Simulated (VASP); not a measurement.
Input of a VASP 6.6.1 run:

INCAR

```
SYSTEM = Zr
PREC = Accurate
ENCUT = 520
EDIFF = 1E-6
ISMEAR = -1
SIGMA = 0.1
LREAL = .False.
LASPH = .True.
NELM = 60
ALGO = Normal
ISIF = 2
LWAVE = .False.
LCHARG = .False.
GGA = RE
NBANDS = 19
```

Contents of KPOINTS:

```
Automatic mesh
0
Gamma
  18 18 10
  0 0 0
```

POSCAR

```
Zr
1.0
    3.3774411324      0.0000000000      0.0000000000
   -1.6887205662      2.9249498204      0.0000000000
    0.0000000000      0.0000000000      5.3991958585
Zr
2
Direct
    0.3333333333      0.6666666667      0.2500000000
    0.6666666667      0.3333333333      0.7500000000
```

Potentials or basis: VASP PAW PBE potentials, release 64 (Zr_sv).

Launch:

```console
$ cat potpaw_PBE.64/Zr_sv/POTCAR > POTCAR
$ mpirun -np 1 vasp_std > vasp.out
```

Task: What does it give for the pressure?

Result: -8.4 GPa.

Task: Estimate the band gap on the k mesh.

Result: Zero (band 12 reaches 8.46 eV, above the bottom of band 13 at 7.32 eV).

Stress tensor (GPa, compression positive):
```
-8.30  0.00  0.00
 0.00 -8.30  0.00
 0.00  0.00 -8.65
```

Caveat: the PAW data sets were made with another functional, which shifts forces and pressure a little.
